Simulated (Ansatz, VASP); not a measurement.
**NaCa in VASP and in Ansatz**

```
Na Ca
1.0
     1.92183    1.10957    6.39622
    -1.92183    1.10957    6.39622
     0.00000   -2.21913    6.39622
Na Ca
1 1
Cartesian
  0.0000 0.0000 0.0000
  0.0000 0.0000 9.5943
```

Alike in both runs: functional PBE; k mesh 6 × 6 × 6; occupations gaussian, width 0.1 eV; no spin polarisation.

Ansatz relaxed the structure, and its values are those at the end. VASP's run is a single point on that final structure, the one shown.

```csv
,VASP,Ansatz
version,VASP 6.6.1,Ansatz 0.2.0
potentials or method,"VASP PAW PBE potentials, release 64 (Na_pv, Ca_sv), cutoff 500 eV","scalar-relativistic, plane waves, PAW"
valence electrons in the cell,17,19
```

|  | VASP | Ansatz | Ansatz less VASP |
| --- | --- | --- | --- |
| gap on the k mesh at the Fermi level (eV) | none | none | - |
| pressure (GPa) | 0.0 | 0.0 | +0.01 |

A gap of «none» marks a metal or a gap that the smearing closes. With one functional, cell and mesh, what is left measures potentials, basis and numerics. VASP's potentials hold 17 valence electrons a cell and Ansatz's 19, so a difference there can come from the potentials and not from the codes.
